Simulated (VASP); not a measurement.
# Ge (Fm-3m) in VASP: a series of runs

Ge is run at these levels: PBE; tasks: single point.

Everything below comes from runs of VASP 6.6.1. Logs are shortened: lines on timing, memory, paths and dates and some standing lists are left out, and cuts for length are marked.

## 1. The cell of the first run

It takes space group Fm-3m (No. 225, cubic). Conventional cell: a = 4.365 Å, b = 4.365 Å, c = 4.365 Å, α = 90.00°, β = 90.00°, γ = 90.00°. Within 4.1 Å of Ge (site symmetry m-3m) lie 12 Ge at 3.09 Å.

## 2. Single point, PBE

Contents of INCAR:

```
SYSTEM = Ge
PREC = Accurate
ENCUT = 520
EDIFF = 1E-7
ISMEAR = -1
SIGMA = 0.06122561905347299
LREAL = .FALSE.
LASPH = .TRUE.
NELM = 100
ALGO = Normal
ISIF = 2
LWAVE = .FALSE.
LCHARG = .FALSE.
GGA = PE
NBANDS = 13
```

Contents of KPOINTS:

```
Automatic mesh
0
G
  22 22 22
  0 0 0
```

Contents of POSCAR:

```
Ge
1.0
    0.0000000000      2.1823558756      2.1823558756
    2.1823558756      0.0000000000      2.1823558756
    2.1823558756      2.1823558756      0.0000000000
Ge
1
Direct
    0.0000000000      0.0000000000      0.0000000000
```

Potentials or basis: VASP PAW PBE potentials, release 64 (Ge_d).

Launch:

```
cat potpaw_PBE.64/Ge_d/POTCAR > POTCAR
mpirun -np 1 vasp_std > vasp.out
```

OUTCAR:

```text
SYSTEM = Ge
   PREC = Accurate
   ENCUT = 520
   EDIFF = 1E-7
   ISMEAR = -1
   LREAL = .FALSE.
   LASPH = .TRUE.
   NELM = 100
   ISIF = 2
   GGA = PE

 ion  position               nearest neighbor table
   1  0.000  0.000  0.000-

  LATTYP: Found a face centered cubic cell.
 ALAT       =     4.3647117512

  Lattice vectors:

 A1 = (   0.0000000000,   2.1823558756,   2.1823558756)
 A2 = (   2.1823558756,   0.0000000000,   2.1823558756)
 A3 = (   2.1823558756,   2.1823558756,   0.0000000000)

Analysis of symmetry for initial positions (statically):
=====================================================================
 Subroutine PRICEL returns:
 Original cell was already a primitive cell.

 Routine SETGRP: Setting up the symmetry group for a
 face centered cubic supercell.

 Subroutine GETGRP returns: Found 48 space group operations
 (whereof 48 operations were pure point group operations)
 out of a pool of 48 trial point group operations.

The static configuration has the point symmetry O_h .

Analysis of symmetry for dynamics (positions and initial velocities):
=====================================================================
 Subroutine PRICEL returns:
 Original cell was already a primitive cell.

 Routine SETGRP: Setting up the symmetry group for a
 face centered cubic supercell.

 Subroutine GETGRP returns: Found 48 space group operations
 (whereof 48 operations were pure point group operations)
 out of a pool of 48 trial point group operations.

The dynamic configuration has the point symmetry O_h .

 Subroutine INISYM returns: Found 48 space group operations
 (whereof 48 operations are pure point group operations),
 and found     1 'primitive' translations

----------------------------------------------------------------------------------------

                                     Primitive cell

  volume of cell :      20.7877

  direct lattice vectors                    reciprocal lattice vectors
     0.000000000  2.182355876  2.182355876    -0.229110204  0.229110204  0.229110204
     2.182355876  0.000000000  2.182355876     0.229110204 -0.229110204  0.229110204
     2.182355876  2.182355876  0.000000000     0.229110204  0.229110204 -0.229110204

  length of vectors
     3.086317277  3.086317277  3.086317277     0.396830514  0.396830514  0.396830514

  position of ions in fractional coordinates (direct lattice)
     0.000000000  0.000000000  0.000000000

  ion indices of the primitive-cell ions
   primitive index   ion index
                 1           1

----------------------------------------------------------------------------------------

 KPOINTS: Automatic mesh

Automatic generation of k-mesh.
 Grid dimensions read from file:
 generate k-points for:   22   22   22

 Generating k-lattice:

  Cartesian coordinates                     Fractional coordinates (reciprocal lattice)
    -0.010414100  0.010414100  0.010414100     0.045454545  0.000000000  0.000000000
     0.010414100 -0.010414100  0.010414100     0.000000000  0.045454545  0.000000000
     0.010414100  0.010414100 -0.010414100     0.000000000  0.000000000  0.045454545

  Length of vectors
     0.018037751  0.018037751  0.018037751

  Shift w.r.t. Gamma in fractional coordinates (k-lattice)
     0.000000000  0.000000000  0.000000000

 Subroutine IBZKPT returns following result:
 ===========================================

 Found    328 irreducible k-points:

 Following reciprocal coordinates:
            Coordinates               Weight
  0.000000  0.000000  0.000000      1.000000
  0.045455  0.000000  0.000000      8.000000
  0.090909  0.000000  0.000000      8.000000
  0.136364  0.000000  0.000000      8.000000
  0.181818  0.000000  0.000000      8.000000
  0.227273  0.000000  0.000000      8.000000
[... 16 lines left out ...]
  0.500000  0.045455  0.000000     24.000000
 -0.454545  0.045455  0.000000     24.000000
 [... further k-points ...]
   k-points           NKPTS =    328   k-points in BZ     NKDIM =    328   number of bands    NBANDS=     13
   number of dos      NEDOS =    301   number of ions     NIONS =      1
   total plane-waves  NPLWV =  13824
   dimension x,y,z NGX =    24 NGY =   24 NGZ =   24
   dimension x,y,z NGXF=    48 NGYF=   48 NGZF=   48
   ions per type =               1
   NGX,Y,Z   is equivalent  to a cutoff of  12.93, 12.93, 12.93 a.u.
   NGXF,Y,Z  is equivalent  to a cutoff of  25.86, 25.86, 25.86 a.u.
 SYSTEM =  Ge
   PREC   = accura    normal or accurate (medium, high low for compatibility)
   ISTART =      0    job   : 0-new  1-cont  2-samecut
   ICHARG =      2    charge: 1-file 2-atom 10-const
   ISPIN  =      1    spin polarized calculation?
   LNONCOLLINEAR =      F non collinear calculations
   LSORBIT =      F    spin-orbit coupling
   LASPH  =      T    aspherical Exc in radial PAW
   ENCUT  =  520.0 eV  38.22 Ry    6.18 a.u.   5.74  5.74  5.74*2*pi/ulx,y,z
   NELM   =    100;   NELMIN=  2; NELMDL= -5     # of ELM steps
   EDIFF  = 0.1E-06   stopping-criterion for ELM
   LREAL  =      F    real-space projection
   EDIFFG = 0.1E-05   stopping-criterion for IOM
   NSW    =      0    number of steps for IOM
   IBRION =     -1    ionic relax: 0-MD 1-quasi-New 2-CG
   NFREE  =      0    steps in history (QN), initial steepest desc. (CG)
   ISIF   =      2    stress and relaxation
   ISYM   =      2    0-nonsym 1-usesym 2-fastsym
   POTIM  = 0.5000    time-step for ionic-motion
   TEBEG  =    0.0;   TEEND  =   0.0 temperature during run
   PSTRESS=    0.0 pullay stress
   NELECT =      14.0000    total number of electrons
   NUPDOWN=      -1.0000    fix difference up-down
   EMIN   =  10.00;   EMAX   =-10.00  energy-range for DOS
   EFERMI =   0.00;   METHOD = LEGACY
   ISMEAR =    -1;   SIGMA  =   0.06  broadening in eV -4-tet -1-fermi 0-gaus
   EFERMI_NEDOS =   21; number of points for ismear=-14 and -15
   IALGO  =     38    algorithm
   IMIX   =      4    mixing-type and parameters
     AMIX     =   0.40;   BMIX     =  1.00
     AMIX_MAG =   1.60;   BMIX_MAG =  1.00
  volume/ion in A,a.u.               =      20.79       140.28
  Fermi-wavevector in a.u.,A,eV,Ry     =   1.434989  2.711736 28.017032  2.059194
  Thomas-Fermi vector in A             =   2.554337
   LORBIT       =      0    0 simple, 1 ext, 2 COOP (PROOUT), +10 PAW based schemes
   GGA     = PE    functional components
   LHFCALC =     F    Hartree Fock is set to
   AEXX    =    0.0000 exact exchange contribution
   IVDW    =     0    specifies the selected vdW correction
   LEPSILON=     F    determine dielectric tensor
   LRPA    =     F    only Hartree local field effects (RPA)
 non-spin polarized calculation
  energy-cutoff  :      520.00
  volume of cell :       20.79
 maximum number of plane-waves:       569
   NGX = 11   NGY = 11   NGZ = 11

 number of electron      13.9999988 magnetization

 Free energy of the ion-electron system (eV)
  ---------------------------------------------------
  ext. energy  EPLUGINS =         0.00000000
  ---------------------------------------------------
  free energy    TOTEN  =        -4.17758979 eV

  energy without entropy =       -4.17161885  energy(sigma->0) =       -4.17460432

 E-fermi :   5.8772     XC(G=0): -10.8194

 val. band max:        5.8468719844   @ k =  -0.2273   0.3182   0.1364
 cond. band min:       5.8799719688   @ k =  -0.2273   0.1364   0.0455
 fundamental gap:      0.0330999844
 Fermi energy:         5.8771796340

 k-point     1 :       0.0000    0.0000    0.0000
  band No.  band energies     occupation
      1     -18.9091      2.00000
      2     -18.9091      2.00000
      3     -18.9091      2.00000
      4     -18.8731      2.00000
      5     -18.8731      2.00000
      6      -6.5993      2.00000
      7      13.8840      0.00000
      8      13.8840      0.00000
      9      13.8840      0.00000
     10      19.2541      0.00000
     11      19.2541      0.00000
     12      19.2541      0.00000
     13      20.4721      0.00000

 k-point     2 :       0.0455    0.0000    0.0000
  band No.  band energies     occupation
      1     -18.9090      2.00000
      2     -18.9082      2.00000
      3     -18.9082      2.00000
      4     -18.8731      2.00000
      5     -18.8731      2.00000
      6      -6.5517      2.00000
      7      13.3996      0.00000
      8      13.8153      0.00000
      9      13.8153      0.00000
     10      18.8207      0.00000
     11      19.3801      0.00000
     12      19.3801      0.00000
     13      21.2502      0.00000

 k-point     3 :       0.0909    0.0000    0.0000
  band No.  band energies     occupation
      1     -18.9088      2.00000
      2     -18.9060      2.00000
      3     -18.9060      2.00000
      4     -18.8731      2.00000
      5     -18.8731      2.00000
      6      -6.4089      2.00000
      7      12.2194      0.00000
      8      13.6309      0.00000
      9      13.6309      0.00000
     10      18.3138      0.00000
     11      19.7165      0.00000
     12      19.7165      0.00000
     13      21.8428      0.00000
[... 305 lines left out ...]
 k-point    23 :       0.5000    0.0455    0.0000
  band No.  band energies     occupation
      1     -18.9081      2.00000
      2     -18.9059      2.00000
      3     -18.9045      2.00000
      4     -18.8388      2.00000
      5     -18.8372      2.00000
      6      -1.9185      2.00000
      7       0.9209      2.00000
      8      11.6565      0.00000
      9      11.8928      0.00000
     10      17.1468      0.00000
     11      17.6090      0.00000
     12      18.2839      0.00000
     13      20.1983      0.00000

 k-point    24 :      -0.4545    0.0455    0.0000
  band No.  band energies     occupation
      1     -18.9078      2.00000
      2     -18.9058      2.00000
      3     -18.9046      2.00000
      4     -18.8386      2.00000
      5     -18.8382      2.00000
      6      -2.0329      2.00000
      7       1.0666      2.00000
      8      11.5571      0.00000
      9      12.0116      0.00000
     10      17.2834      0.00000
     11      17.5623      0.00000
     12      18.1923      0.00000
     13      20.2672      0.00000

 [... further k-points ...]
[... 5 lines left out ...]
  --------------------------------------------------------------------------------------
  -------------------------------------------------------------------------------------
  Total       -0.4272466     -0.4272466     -0.4272466      0.0000000      0.0000000      0.0000000
  in kB      -32.9292961    -32.9292961    -32.9292961      0.0000000      0.0000000      0.0000000
  external PRESSURE =     -32.9292961 kB  Pullay stress =       0.0000000 kB

 VOLUME and BASIS-vectors are now :
 -----------------------------------------------------------------------------
  energy-cutoff  :      520.00
  volume of cell :       20.79
      direct lattice vectors                 reciprocal lattice vectors
     0.000000000  2.182355876  2.182355876    -0.229110204  0.229110204  0.229110204
     2.182355876  0.000000000  2.182355876     0.229110204 -0.229110204  0.229110204
     2.182355876  2.182355876  0.000000000     0.229110204  0.229110204 -0.229110204

 POSITION                                       TOTAL-FORCE (eV/Angst)
 -----------------------------------------------------------------------------------
      0.00000      0.00000      0.00000         0.000000      0.000000      0.000000
 -----------------------------------------------------------------------------------
    total drift:                               -0.000000      0.000000     -0.000000

  FREE ENERGIE OF THE ION-ELECTRON SYSTEM (eV)
  ---------------------------------------------------
  free  energy   TOTEN  =        -4.1775897914 eV

  energy  without entropy=       -4.1716188525  energy(sigma->0) =       -4.17460432
```

It took 20 s on 1 thread of Intel Xeon 6975P-C (Granite Rapids), shared host; peak memory 0.2 GiB.

What came out:

```
Free energy            : -4.1776 eV
Pressure               : -3.3 GPa
Band gap on the k mesh : zero (band 7 reaches 13.88 eV, above the bottom of band 8 at 3.65 eV)
```

Levels at points of the mesh, in eV from the Fermi level:
```tsv
k point	band 5	band 6	band 7	band 8	band 9	band 10
(0.00, 0.00, 0.00)	-24.75	-12.48	8.01	8.01	8.01	13.38
(0.50, 0.00, 0.00)	-24.71	-7.79	-5.05	6.17	6.17	11.15
(0.50, 0.50, 0.00)	-24.71	-5.77	-3.91	2.40	2.40	6.05
```

## 3. Single point, PBE

This run uses another cell than the first one, of 18.43 Å³/atom, 0.887 times its volume.

Changes to INCAR since step 2:

```diff
@@ -3,3 +3,3 @@
 ENCUT = 520
-EDIFF = 1E-7
+EDIFF = 1E-6
 ISMEAR = -1
```

Contents of KPOINTS:

```
Automatic mesh
0
G
  15 15 15
  0 0 0
```

Contents of POSCAR:

```
Ge
1.0
    0.0000000000      2.0966836165      2.0966836165
    2.0966836165      0.0000000000      2.0966836165
    2.0966836165      2.0966836165      0.0000000000
Ge
1
Direct
    0.0000000000      0.0000000000      0.0000000000
```

Potentials or basis: VASP PAW PBE potentials, release 64 (Ge_d).

Launch:

```
cat potpaw_PBE.64/Ge_d/POTCAR > POTCAR
mpirun -np 1 vasp_std > vasp.out
```

Wall time 28 s (1 thread of AMD EPYC 7R43 (Zen 3), shared host); peak memory 0.12 GiB.

Results (log left out):

```
Free energy            : -4.1749 eV
Pressure               : 4.5 GPa
Band gap on the k mesh : zero (band 7 reaches 16.28 eV, above the bottom of band 8 at 4.66 eV)
```

Levels at points of the mesh, in eV from the Fermi level:
```tsv
k point	band 5	band 6	band 7	band 8	band 9	band 10
(0.00, 0.00, 0.00)	-24.81	-13.50	9.10	9.10	9.10	14.10
```

## 4. Single point, PBE

This run uses another cell than the first one, of 18.83 Å³/atom, 0.906 times its volume.

Contents of INCAR:

```
ALGO = Normal
EDIFF = 1E-6
ENCUT = 520
GGA = PE
ISIF = 2
ISMEAR = -1
LASPH = T
LCHARG = T
LELF = T
LREAL = F
LVHAR = T
LWAVE = F
NBANDS = 13
NELM = 80
PREC = Accurate
SIGMA = 0.06122561905347299
```

Contents of KPOINTS:

```
k-points
0
Gamma
  15 15 15
```

Contents of POSCAR:

```
Ge
1.0
    0.0000000000      2.1114494806      2.1114494806
    2.1114494806      0.0000000000      2.1114494806
    2.1114494806      2.1114494806      0.0000000000
Ge
1
Direct
    0.0000000000      0.0000000000      0.0000000000
```

Launch:

```
cat potpaw_PBE.64/Ge_d/POTCAR > POTCAR
mpirun -np 1 vasp_std > vasp.out
```

Wall time 38 s (1 thread of AMD EPYC 7R43 (Zen 3), shared host); peak memory 0.12 GiB.

It converged, with:

```
Free energy            : -4.1844 eV
Pressure               : 2.9 GPa
Band gap on the k mesh : zero (band 7 reaches 15.84 eV, above the bottom of band 8 at 4.50 eV)
```

Levels at points of the mesh, in eV from the Fermi level:
| k point | band 3 | band 4 | band 5 | band 6 | band 7 | band 8 | band 9 | band 10 | band 11 | band 12 |
| --- | --- | --- | --- | --- | --- | --- | --- | --- | --- | --- |
| (0.00, 0.00, 0.00) | -24.85 | -24.80 | -24.80 | -13.32 | 8.89 | 8.89 | 8.89 | 13.96 | 13.96 | 13.96 |

## 5. Single point, PBE

This run uses another cell than the first one, of 19.22 Å³/atom, 0.925 times its volume.

Contents of INCAR:

```
ALGO = Normal
EDIFF = 1E-6
ENCUT = 520
GGA = PE
ISIF = 2
ISMEAR = -1
LASPH = True
LCHARG = False
LREAL = False
LWAVE = False
NBANDS = 13
NELM = 60
PREC = Accurate
SIGMA = 0.06122561905347299
```

KPOINTS is that of step 4.

Contents of POSCAR:

```
Ge
1.0
    0.0000000000      2.1260116613      2.1260116613
    2.1260116613      0.0000000000      2.1260116613
    2.1260116613      2.1260116613      0.0000000000
Ge
1
Direct
    0.0000000000      0.0000000000      0.0000000000
```

Launch:

```
cat potpaw_PBE.64/Ge_d/POTCAR > POTCAR
mpirun -np 1 vasp_std > vasp.out
```

It took 32 s on 1 thread of AMD EPYC 7R43 (Zen 3), shared host; peak memory 0.12 GiB.

The run converged. Its results:

* Free energy: -4.1900 eV
* Pressure: 1.4 GPa
* Band gap on the k mesh: zero (band 7 reaches 15.42 eV, above the bottom of band 8 at 4.34 eV)

Levels at points of the mesh, in eV from the Fermi level:
```csv
k point,band 4,band 5,band 6,band 7,band 8,band 9,band 10,band 11
"(0.00, 0.00, 0.00)",-24.80,-24.80,-13.15,8.69,8.69,8.69,13.82,13.82
```

## 6. The runs side by side

```csv
cell,k mesh,gap on the mesh (eV),pressure (GPa)
"a = 3.086 Å, angles 60.0°, 1 atom",22 × 22 × 22,none,-3.3
"a = 2.965 Å, angles 60.0°, 1 atom",15 × 15 × 15,none,4.5
"a = 2.986 Å, angles 60.0°, 1 atom",15 × 15 × 15,none,2.9
"a = 3.007 Å, angles 60.0°, 1 atom",15 × 15 × 15,none,1.4
```

Alike in all rows: task single point; level PBE; potentials or basis VASP PAW PBE potentials, release 64 (Ge_d); no spin polarisation; cutoff (eV) 520; smearing fermi-dirac 0.0612256 eV.

Total energies depend on the potentials used, so only differences within one code and one set of settings carry meaning.
